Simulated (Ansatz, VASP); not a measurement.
**Two plane-wave programs on V**

```xyz
2
Lattice="2.6687 0.0000 0.0000 -1.3343 2.3112 0.0000 0.0000 0.0000 4.7845" Properties=species:S:1:pos:R:3 pbc="T T T"
V     0.0000    1.5408    1.1961
V     1.3343    0.7704    3.5884
```

Alike in both runs: task single point; functional r2SCAN; k mesh 16 × 16 × 8; occupations fermi-dirac, width 0.1 eV; no spin polarisation.

|  | VASP | Ansatz |
| --- | --- | --- |
| version | VASP 6.6.1 | Ansatz 0.2.0 |
| potentials or method | VASP PAW PBE potentials, release 64 (V_sv), cutoff 520 eV | plane waves (500 eV) with PAW, scalar-relativistic |
| valence electrons in the cell | 26 | 26 |

Ansatz gave:

```
pressure (GPa)                                                : -12.0
traceless stress, the component that is largest in VASP (GPa) : 0.16
```

Which values does VASP return?

Pressure (GPa): -11.6; traceless stress, the component that is largest in VASP (GPa): 0.11.

VASP's potentials were made for PBE, not for r2SCAN. The functional is the same, so the differences come from potentials, cutoffs and numerics.
